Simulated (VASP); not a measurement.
# Cu: single point with PBE

The system is Cu.

```xyz
1
Lattice="0.0113 1.8149 1.8149 1.8149 0.0113 1.8149 1.8262 1.8262 0.0000" Properties=species:S:1:pos:R:3 pbc="T T T"
Cu    0.0000    0.0000    0.0000
```

This cell differs from its parent crystal: strain +0.0125 x Voigt [0, 0, 0, 0, 0, 1].

- Program: VASP 6.6.1
- Task: single point
- Functional: PBE
- Potentials or basis: VASP PAW PBE potentials, release 64 (Cu)
- Cutoff: 520 eV
- k mesh: 28 × 28 × 28
- Occupations: gaussian, width 0.15 eV
- Spin: no spin polarisation

```json
{
 "Pressure": "0.5 GPa",
 "Band gap on the k mesh": "zero (an odd number of electrons rules out a gap without spin polarisation)"
}
```

Stress tensor (GPa, compression positive):
```
 0.54 -1.05  0.00
-1.05  0.54  0.00
 0.00  0.00  0.49
```

Levels at points of the mesh, in eV from the Fermi level:
```csv
k point,band 4,band 5,band 6,band 7,band 8,band 9
"(0.00, 0.00, 0.00)",-2.98,-2.20,-2.20,22.45,24.72,25.05
"(0.50, 0.00, 0.00)",-1.65,-1.63,-0.93,3.76,20.87,21.64
"(0.50, 0.50, 0.00)",-1.51,-1.51,1.49,7.01,12.68,13.26
"(0.00, 0.00, 0.50)",-1.67,-1.64,-1.04,3.59,21.04,21.93
"(0.50, 0.00, 0.50)",-1.51,-1.51,1.49,7.01,12.97,12.97
```

It took 11 min on 1 thread of Intel Xeon 8259CL, on a shared host, peak memory 0.51 GiB.

Caveat: the cell differs from its parent crystal (strain +0.0125 x Voigt [0, 0, 0, 0, 0, 1]).
